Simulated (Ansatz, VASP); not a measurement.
# One calculation of HfO2, two programs

```
CELL_PARAMETERS angstrom
5.05980 0.00000 0.00000
0.00000 10.01720 0.00000
0.00000 0.00000 5.07077
ATOMIC_POSITIONS crystal
Hf 0.74475 0.88435 0.96631
Hf 0.24475 0.61565 0.03369
Hf 0.25525 0.38435 0.53369
Hf 0.75525 0.11565 0.46631
Hf 0.25525 0.11565 0.03369
Hf 0.75525 0.38435 0.96631
Hf 0.74475 0.61565 0.46631
Hf 0.24475 0.88435 0.53369
O 0.86944 0.79198 0.61958
O 0.36944 0.70802 0.38042
O 0.13056 0.29198 0.88042
O 0.63056 0.20802 0.11958
O 0.13056 0.20802 0.38042
O 0.63056 0.29198 0.61958
O 0.86944 0.70802 0.11958
O 0.36944 0.79198 0.88042
O 0.50288 0.97648 0.26115
O 0.00288 0.52352 0.73885
O 0.49712 0.47648 0.23885
O 0.99712 0.02352 0.76115
O 0.49712 0.02352 0.73885
O 0.99712 0.47648 0.26115
O 0.50288 0.52352 0.76115
O 0.00288 0.97648 0.23885
```

Change from the starting cell: z stretched by -3 %, ions relaxed.

Alike in both runs: functional PBE; k mesh 5 × 3 × 5; occupations fermi-dirac, width 0.02 eV; no spin polarisation.

Ansatz relaxed the structure, and its values are those at the end. VASP's run is a single point on that final structure, the one shown.

|  | VASP | Ansatz |
| --- | --- | --- |
| version | VASP 6.6.1 | Ansatz 0.2.0 |
| potentials or method | VASP PAW PBE potentials, release 64 (Hf_pv, O) | plane-wave PAW, scalar-relativistic |
| plane-wave cutoff (eV) | 520 | 420 |
| valence electrons in the cell | 176 | 304 |

```tsv
	VASP	Ansatz	Ansatz less VASP
gap on the k mesh at the Fermi level (eV)	4.32	4.34	+0.028
pressure (GPa)	10.5	14.1	+3.54
rms of the force components (eV/Å)	0.025	0.001	-0.0250
```

VASP's potentials hold 176 valence electrons a cell and Ansatz's 304, so a difference there can come from the potentials and not from the codes. Ansatz's warnings: stress scf threshold loose.

Neither program's run includes spin-orbit coupling.
